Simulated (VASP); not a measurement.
# Si (Pm-3n) in VASP: a series of runs

The runs below take Si through single point, relaxation of cell and atoms, with r2SCAN.

Program: VASP 6.6.1. These are calculated values, not measurements. Logs are shortened: lines on timing, memory, paths and dates and some standing lists are left out, and cuts for length are marked.

### 1 The cell of the first run

It takes space group Pm-3n (No. 223, cubic). Conventional cell: a = 4.844 Å, b = 4.844 Å, c = 4.844 Å, α = 90.00°, β = 90.00°, γ = 90.00°. Si (site symmetry m-3) has 12 Si at 2.71 Å within 3.6 Å. Si (site symmetry -4m2) has 14 Si at 2.42 to 2.97 Å within 3.2 Å.

### 2 Single point, r2SCAN

POSCAR

```
Si
1.0
    4.8436716066      0.0000000000      0.0000000000
    0.0000000000      4.8436716066      0.0000000000
    0.0000000000      0.0000000000      4.8436716066
Si
8
Direct
    0.0000000000      0.0000000000      1.0000000000
    0.5000000000      0.5000000000      0.5000000000
    0.2500000000      1.0000000000      0.5000000000
    0.7500000000      1.0000000000      0.5000000000
    0.5000000000      0.2500000000      0.0000000000
    0.5000000000      0.7500000000      0.0000000000
    0.0000000000      0.5000000000      0.2500000000
    1.0000000000      0.5000000000      0.7500000000
```

INCAR.step1

```
ALGO = Normal
EDIFF = 1E-4
ENCUT = 520
GGA = PE
ISMEAR = -1
LASPH = True
LCHARG = False
LREAL = False
LWAVE = True
NBANDS = 26
NELM = 80
PREC = Accurate
SIGMA = 0.1
```

INCAR.step2

```
ALGO = Normal
EDIFF = 1E-6
ENCUT = 520
ISIF = 2
ISMEAR = -1
ISTART = 1
LASPH = True
LCHARG = False
LMIXTAU = True
LREAL = False
LWAVE = False
METAGGA = R2SCAN
NBANDS = 26
NELM = 80
PREC = Accurate
SIGMA = 0.1
```

KPOINTS

```
k-points
0
Gamma
  5 5 5
```

Potentials or basis: VASP PAW PBE potentials, release 64 (Si).

Command:

```sh
$ cat potpaw_PBE.64/Si/POTCAR > POTCAR
$ cp INCAR.step1 INCAR
$ mpirun -np 1 vasp_std > vasp.out
$ cp INCAR.step2 INCAR
$ mpirun -np 1 vasp_std > vasp.out
```

OUTCAR:

```text
EDIFF = 1E-6
   ENCUT = 520
   ISIF = 2
   ISMEAR = -1
   ISTART = 1
   LASPH = True
   LREAL = False
   METAGGA = R2SCAN
   NELM = 80
   PREC = Accurate

 ion  position               nearest neighbor table
   1  0.000  0.000  0.000-   3 2.71   4 2.71   5 2.71   6 2.71   7 2.71   8 2.71   3 2.71   4 2.71
                             7 2.71   8 2.71   5 2.71   6 2.71
   2  0.500  0.500  0.500-   3 2.71   4 2.71   5 2.71   6 2.71   7 2.71   8 2.71   5 2.71   6 2.71
                             3 2.71   4 2.71   7 2.71   8 2.71
   3  0.250  0.000  0.500-   4 2.42   4 2.42   1 2.71   1 2.71   2 2.71   2 2.71   5 2.97   6 2.97
                             6 2.97   5 2.97   8 2.97   7 2.97   8 2.97   7 2.97
   4  0.750  0.000  0.500-   3 2.42   3 2.42   1 2.71   1 2.71   2 2.71   2 2.71   5 2.97   6 2.97
                             6 2.97   5 2.97   8 2.97   7 2.97   8 2.97   7 2.97
   5  0.500  0.250  0.000-   6 2.42   6 2.42   1 2.71   2 2.71   2 2.71   1 2.71   3 2.97   4 2.97
                             3 2.97   4 2.97   8 2.97   7 2.97   7 2.97   8 2.97
   6  0.500  0.750  0.000-   5 2.42   5 2.42   1 2.71   2 2.71   2 2.71   1 2.71   3 2.97   4 2.97
                             3 2.97   4 2.97   8 2.97   7 2.97   7 2.97   8 2.97
   7  0.000  0.500  0.250-   8 2.42   8 2.42   1 2.71   2 2.71   1 2.71   2 2.71   3 2.97   4 2.97
                             5 2.97   3 2.97   4 2.97   6 2.97   5 2.97   6 2.97
   8  0.000  0.500  0.750-   7 2.42   7 2.42   1 2.71   2 2.71   1 2.71   2 2.71   3 2.97   4 2.97
                             5 2.97   3 2.97   4 2.97   6 2.97   5 2.97   6 2.97

  LATTYP: Found a simple cubic cell.
 ALAT       =     4.8436716066

  Lattice vectors:

 A1 = (   4.8436716066,   0.0000000000,   0.0000000000)
 A2 = (   0.0000000000,   4.8436716066,   0.0000000000)
 A3 = (   0.0000000000,   0.0000000000,   4.8436716066)

Analysis of symmetry for initial positions (statically):
=====================================================================
 Subroutine PRICEL returns:
 Original cell was already a primitive cell.

 Routine SETGRP: Setting up the symmetry group for a
 simple cubic supercell.

 Subroutine GETGRP returns: Found 48 space group operations
 (whereof 24 operations were pure point group operations)
 out of a pool of 48 trial point group operations.

The static configuration has the point symmetry T_h .
 The point group associated with its full space group is O_h .

Analysis of symmetry for dynamics (positions and initial velocities):
=====================================================================
 Subroutine PRICEL returns:
 Original cell was already a primitive cell.

 Routine SETGRP: Setting up the symmetry group for a
 simple cubic supercell.
[... 104 lines left out ...]
   LREAL  =      F    real-space projection
[... 7 lines left out ...]
   TEBEG  =    0.0;   TEEND  =   0.0 temperature during run
   PSTRESS=    0.0 pullay stress
   NELECT =      32.0000    total number of electrons
   NUPDOWN=      -1.0000    fix difference up-down
   EMIN   =  10.00;   EMAX   =-10.00  energy-range for DOS
   EFERMI =   0.00;   METHOD = LEGACY
   ISMEAR =    -1;   SIGMA  =   0.10  broadening in eV -4-tet -1-fermi 0-gaus
   EFERMI_NEDOS =   21; number of points for ismear=-14 and -15
   IALGO  =     38    algorithm
   IMIX   =      4    mixing-type and parameters
     AMIX     =   0.40;   BMIX     =  1.00
     AMIX_MAG =   1.60;   BMIX_MAG =  1.00
  volume/ion in A,a.u.               =      14.20        95.86
  Fermi-wavevector in a.u.,A,eV,Ry     =   1.073042  2.027756 15.666014  1.151420
  Thomas-Fermi vector in A             =   2.208830
   LORBIT       =      0    0 simple, 1 ext, 2 COOP (PROOUT), +10 PAW based schemes
   METAGGA = R2SCAN    functional components
   LHFCALC =     F    Hartree Fock is set to
   AEXX    =    0.0000 exact exchange contribution
   IVDW    =     0    specifies the selected vdW correction
   LEPSILON=     F    determine dielectric tensor
   LRPA    =     F    only Hartree local field effects (RPA)
 non-spin polarized calculation
  energy-cutoff  :      520.00
  volume of cell :      113.64
 maximum number of plane-waves:      3071
   NGX = 19   NGY = 19   NGZ = 19

 number of electron      32.0000008 magnetization

 Free energy of the ion-electron system (eV)
  ---------------------------------------------------
  ext. energy  EPLUGINS =         0.00000000
  ---------------------------------------------------
  free energy    TOTEN  =       -63.80094637 eV

  energy without entropy =      -63.68028492  energy(sigma->0) =      -63.74061564

 E-fermi :  10.4493     XC(G=0): -12.0804

 val. band max:       10.4002172311   @ k =   0.4000   0.2000   0.2000
 cond. band min:      10.5076235666   @ k =   0.4000   0.4000   0.4000
 fundamental gap:      0.1074063356
 Fermi energy:        10.4492932917

 k-point     1 :       0.0000    0.0000    0.0000
  band No.  band energies     occupation
      1      -5.1404      2.00000
      2       0.8907      2.00000
      3       0.8907      2.00000
      4       0.9101      2.00000
      5       1.8520      2.00000
      6       1.8520      2.00000
[... 279 lines left out ...]
     25      13.8990      0.00000
     26      14.2330      0.00000

------------------------ aborting loop because EDIFF is reached ----------------------------------------

  FORCE on cell =-STRESS in cart. coord.  units (eV):
  Direction    XX          YY          ZZ          XY          YZ          ZX
  --------------------------------------------------------------------------------------
  -------------------------------------------------------------------------------------
  Total        0.0451292      0.0451292      0.0451292      0.0000000     -0.0000000      0.0000000
  in kB        0.6362744      0.6362744      0.6362744      0.0000000     -0.0000000      0.0000000
  external PRESSURE =       0.6362744 kB  Pullay stress =       0.0000000 kB

 VOLUME and BASIS-vectors are now :
 -----------------------------------------------------------------------------
  energy-cutoff  :      520.00
  volume of cell :      113.64
      direct lattice vectors                 reciprocal lattice vectors
     4.843671607  0.000000000  0.000000000     0.206454954  0.000000000  0.000000000
     0.000000000  4.843671607  0.000000000     0.000000000  0.206454954  0.000000000
     0.000000000  0.000000000  4.843671607     0.000000000  0.000000000  0.206454954

 POSITION                                       TOTAL-FORCE (eV/Angst)
 -----------------------------------------------------------------------------------
      0.00000      0.00000      0.00000         0.000000     -0.000000     -0.000000
      2.42184      2.42184      2.42184         0.000000     -0.000000     -0.000000
      1.21092      0.00000      2.42184         0.000000     -0.000000      0.000000
      3.63275      0.00000      2.42184        -0.000000     -0.000000     -0.000000
      2.42184      1.21092      0.00000         0.000000     -0.000000      0.000000
      2.42184      3.63275      0.00000        -0.000000      0.000000     -0.000000
      0.00000      2.42184      1.21092         0.000000     -0.000000     -0.000000
      0.00000      2.42184      3.63275        -0.000000      0.000000     -0.000000
 -----------------------------------------------------------------------------------
    total drift:                               -0.000000     -0.000000     -0.000000

  FREE ENERGIE OF THE ION-ELECTRON SYSTEM (eV)
  ---------------------------------------------------
  free  energy   TOTEN  =       -63.8009463703 eV

  energy  without entropy=      -63.6802849159  energy(sigma->0) =      -63.74061564
```

OUTCAR.step1:

```text
EDIFF = 1E-4
   ENCUT = 520
   GGA = PE
   ISMEAR = -1
   LASPH = True
   LREAL = False
[... 525 lines left out ...]
      2.42184      3.63275      0.00000        -0.000000      0.000000     -0.000000
      0.00000      2.42184      1.21092         0.000000     -0.000000      0.000000
      0.00000      2.42184      3.63275         0.000000      0.000000     -0.000000
 -----------------------------------------------------------------------------------
    total drift:                               -0.000000     -0.000000     -0.000000

  FREE ENERGIE OF THE ION-ELECTRON SYSTEM (eV)
  ---------------------------------------------------
  free  energy   TOTEN  =       -38.7257669280 eV

  energy  without entropy=      -38.5989204981  energy(sigma->0) =      -38.66234371
```

It took 2.5 min on 1 thread of Intel Xeon 8259CL, shared host; peak memory 0.21 GiB.

Results:

```yaml
Free_energy: -63.8009 eV
Pressure: 0.1 GPa
Band_gap_on_the_k_mesh: zero (bands 16 and 17 overlap by 2.41 eV)
```

Caveat: the PAW data sets were made with another functional, which shifts forces and pressure a little.

### 3 Single point, r2SCAN

POSCAR is that of step 2.

INCAR.step1

```
SYSTEM = Si
PREC = Accurate
ENCUT = 520
ISMEAR = -1
SIGMA = 0.1
LREAL = .FALSE.
LASPH = .TRUE.
NELM = 60
NBANDS = 26
GGA = PE
ALGO = Normal
EDIFF = 1E-4
LWAVE = .TRUE.
LCHARG = .FALSE.
```

INCAR.step2

```
SYSTEM = Si
PREC = Accurate
ENCUT = 520
EDIFF = 1E-7
ISMEAR = -1
SIGMA = 0.1
LREAL = .FALSE.
LASPH = .TRUE.
NELM = 60
ALGO = Normal
ISIF = 2
LWAVE = .FALSE.
LCHARG = .TRUE.
METAGGA = R2SCAN
LMIXTAU = .TRUE.
LELF = .TRUE.
LVHAR = .TRUE.
NBANDS = 26
ISTART = 1
```

KPOINTS

```
regular mesh
0
G
  7 7 7
  0 0 0
```

Potentials or basis: VASP PAW PBE potentials, release 64 (Si).

Command:

```sh
$ cat potpaw_PBE.64/Si/POTCAR > POTCAR
$ cp INCAR.step1 INCAR
$ mpirun -np 1 vasp_std > vasp.out
$ cp INCAR.step2 INCAR
$ mpirun -np 1 vasp_std > vasp.out
```

It took 4.3 min on 1 thread of Intel Xeon 8259CL, shared host; peak memory 0.22 GiB.

Results (log left out):

* Free energy: -63.6964 eV
* Pressure: 0.3 GPa
* Band gap on the k mesh: zero (bands 16 and 17 overlap by 2.77 eV)

Levels at points of the mesh, in eV from the Fermi level:
| k point | band 14 | band 15 | band 16 | band 17 | band 18 | band 19 |
| --- | --- | --- | --- | --- | --- | --- |
| (0.00, 0.00, 0.00) | -2.16 | -2.16 | -2.16 | -1.85 | -1.85 | -1.85 |

Caveat: the PAW data sets were made with another functional, which shifts forces and pressure a little.

### 4 Relaxation of cell and atoms, r2SCAN

This run uses another cell than the first one, of 15.02 Å³/atom.

POSCAR

```
Si
1.0
    4.9341184017      0.0000000000      0.0000000000
    0.0000000000      4.9341184017      0.0000000000
    0.0000000000      0.0000000000      4.9341184017
Si
8
Direct
    0.0000000000      0.0000000000      0.0000000000
    0.5000000000      0.5000000000      0.5000000000
    0.2500000000      0.0000000000      0.5000000000
    0.7500000000      0.0000000000      0.5000000000
    0.5000000000      0.2500000000      0.0000000000
    0.5000000000      0.7500000000      0.0000000000
    0.0000000000      0.5000000000      0.2500000000
    0.0000000000      0.5000000000      0.7500000000
```

INCAR.step1

```
PREC = Accurate
ENCUT = 600
ISMEAR = -1
SIGMA = 0.1
LREAL = F
LASPH = T
NELM = 80
GGA = PE
ALGO = Normal
EDIFF = 1E-4
LWAVE = T
LCHARG = F
```

INCAR.step2

```
PREC = Accurate
ENCUT = 600
EDIFF = 1E-7
ISMEAR = -1
SIGMA = 0.1
LREAL = F
LASPH = T
NELM = 80
ALGO = Normal
ISIF = 3
LWAVE = F
LCHARG = F
METAGGA = R2SCAN
LMIXTAU = T
IBRION = 2
NSW = 80
EDIFFG = -0.01
ISTART = 1
```

KPOINTS

```
Automatic mesh
0
Gamma
  5 5 5
```

Potentials or basis: VASP PAW PBE potentials, release 64 (Si).

Command:

```sh
$ cat potpaw_PBE.64/Si/POTCAR > POTCAR
$ cp INCAR.step1 INCAR
$ mpirun -np 1 vasp_std > vasp.out
$ cp INCAR.step2 INCAR
$ mpirun -np 1 vasp_std > vasp.out
```

OUTCAR:

```text
PREC = Accurate
   ENCUT = 600
   EDIFF = 1E-7
   ISMEAR = -1
   LREAL = F
   LASPH = T
   NELM = 80
   ISIF = 3
   METAGGA = R2SCAN
   IBRION = 2
   NSW = 80
   EDIFFG = -0.01
   ISTART = 1

 ion  position               nearest neighbor table
   1  0.000  0.000  0.000-   3 2.76   4 2.76   5 2.76   6 2.76   7 2.76   8 2.76   3 2.76   4 2.76
                             7 2.76   8 2.76   5 2.76   6 2.76
   2  0.500  0.500  0.500-   3 2.76   4 2.76   5 2.76   6 2.76   7 2.76   8 2.76   5 2.76   6 2.76
                             3 2.76   4 2.76   7 2.76   8 2.76
   3  0.250  0.000  0.500-   4 2.47   4 2.47   1 2.76   1 2.76   2 2.76   2 2.76   8 3.02   5 3.02
[... 749 lines left out ...]
  external PRESSURE =      -0.2904306 kB  Pullay stress =       0.0000000 kB

 VOLUME and BASIS-vectors are now :
 -----------------------------------------------------------------------------
  energy-cutoff  :      600.00
  volume of cell :      113.78
      direct lattice vectors                 reciprocal lattice vectors
     4.845641929  0.000000000  0.000000000     0.206371006 -0.000000000  0.000000000
     0.000000000  4.845641929  0.000000000     0.000000000  0.206371006  0.000000000
    -0.000000000 -0.000000000  4.845641929     0.000000000 -0.000000000  0.206371006

 POSITION                                       TOTAL-FORCE (eV/Angst)
 -----------------------------------------------------------------------------------
      0.00000      0.00000      0.00000         0.000000     -0.000000      0.000000
      2.42282      2.42282      2.42282         0.000000     -0.000000      0.000000
      1.21141      4.84564      2.42282        -0.000000     -0.000000     -0.000000
      3.63423     -0.00000      2.42282         0.000000     -0.000000     -0.000000
      2.42282      1.21141      4.84564         0.000000     -0.000000     -0.000000
      2.42282      3.63423      0.00000        -0.000000      0.000000      0.000000
      4.84564      2.42282      1.21141         0.000000      0.000000     -0.000000
     -0.00000      2.42282      3.63423        -0.000000     -0.000000      0.000000
 -----------------------------------------------------------------------------------
    total drift:                                0.000000     -0.000000     -0.000000

  FREE ENERGIE OF THE ION-ELECTRON SYSTEM (eV)
  ---------------------------------------------------
  free  energy   TOTEN  =       -63.8002037719 eV

  energy  without entropy=      -63.6794302953  energy(sigma->0) =      -63.73981703

 reached required accuracy - stopping structural energy minimisation
```

OUTCAR.step1:

```text
PREC = Accurate
   ENCUT = 600
   ISMEAR = -1
   LREAL = F
   LASPH = T
[... 476 lines left out ...]
      2.46706      1.23353      0.00000         0.000000     -0.000000     -0.000000
      2.46706      3.70059      0.00000        -0.000000     -0.000000      0.000000
      0.00000      2.46706      1.23353         0.000000     -0.000000      0.000000
      0.00000      2.46706      3.70059         0.000000      0.000000     -0.000000
 -----------------------------------------------------------------------------------
    total drift:                                0.000000      0.000000      0.000000

  FREE ENERGIE OF THE ION-ELECTRON SYSTEM (eV)
  ---------------------------------------------------
  free  energy   TOTEN  =       -38.7815783565 eV

  energy  without entropy=      -38.6529867977  energy(sigma->0) =      -38.71728258
```

OSZICAR.step1:

```text
N       E                     dE             d eps       ncg     rms          rms(c)
DAV:   1     0.752797621786E+02    0.75280E+02   -0.13978E+04   420   0.144E+03
DAV:   2    -0.322706987337E+02   -0.10755E+03   -0.10080E+03   499   0.181E+02
DAV:   3    -0.388428013870E+02   -0.65721E+01   -0.61985E+01   587   0.360E+01
DAV:   4    -0.390014221353E+02   -0.15862E+00   -0.15360E+00   506   0.511E+00
DAV:   5    -0.390041929212E+02   -0.27708E-02   -0.27637E-02   527   0.654E-01    0.731E+00
DAV:   6    -0.388579512127E+02    0.14624E+00   -0.50421E-02   503   0.111E+00    0.403E+00
DAV:   7    -0.387820833782E+02    0.75868E-01   -0.89048E-02   493   0.144E+00    0.265E-01
DAV:   8    -0.387816390951E+02    0.44428E-03   -0.39935E-03   523   0.367E-01    0.101E-01
DAV:   9    -0.387815783565E+02    0.60739E-04   -0.18942E-04   375   0.753E-02
   1 F= -.38781578E+02 E0= -.38717283E+02  d E =-.128592E+00
```

It took 3.8 min on 1 thread of Intel Xeon 8259CL, shared host; peak memory 0.26 GiB.

What came out:

| Quantity | Value |
| --- | --- |
| Free energy | -63.8002 eV |
| Relaxed volume | 14.22 Å³/atom |
| Relaxed cell | a = 4.846 Å, b = 4.846 Å, c = 4.846 Å, α = 90.00°, β = 90.00°, γ = 90.00° |
| Space group after relaxing (to 0.1 Å) | Pm-3n (No. 223) |
| Energy gained by relaxing | 10.4 meV/atom |
| Ionic steps | 2 |
| Pressure after relaxing | 0.0 GPa |
| Band gap on the k mesh | zero (bands 16 and 17 overlap by 2.41 eV) |

Step by step:
| step | energy change (eV) | largest force (eV/Å) | pressure (GPa) | volume (Å³) |
| --- | --- | --- | --- | --- |
| 1 | 0.0000 | 0.0000 | -3.97 | 120.12 |
| 2 | -0.0831 | 0.0000 | -0.03 | 113.78 |

Final structure:
```xyz
8
Lattice="4.8456 0.0000 0.0000 0.0000 4.8456 0.0000 0.0000 0.0000 4.8456" Properties=species:S:1:pos:R:3 pbc="T T T"
Si    0.0000    0.0000    0.0000
Si    2.4228    2.4228    2.4228
Si    1.2114    4.8456    2.4228
Si    3.6342    0.0000    2.4228
Si    2.4228    1.2114    4.8456
Si    2.4228    3.6342    0.0000
Si    4.8456    2.4228    1.2114
Si    0.0000    2.4228    3.6342
```

Caveat: the PAW data sets were made with another functional, which shifts forces and pressure a little.

### 5 The runs side by side

| task | cell | k mesh | cutoff (eV) | gap on the mesh (eV) | pressure (GPa) |
| --- | --- | --- | --- | --- | --- |
| single point | a = 4.844 Å, 8 atoms | 5 × 5 × 5 | 520 | none | 0.1 |
| single point | a = 4.844 Å, 8 atoms | 7 × 7 × 7 | 520 | none | 0.3 |
| relaxation of cell and atoms | relaxed from a = 4.934 Å, 8 atoms | 5 × 5 × 5 | 600 | none | 0.0 |

Alike in all rows: level r2SCAN; potentials or basis VASP PAW PBE potentials, release 64 (Si); no spin polarisation; smearing fermi-dirac 0.1 eV.

Caveats: the PAW data sets were made with another functional, which shifts forces and pressure a little.

Absolute energies hang on the potentials; compare differences alone.
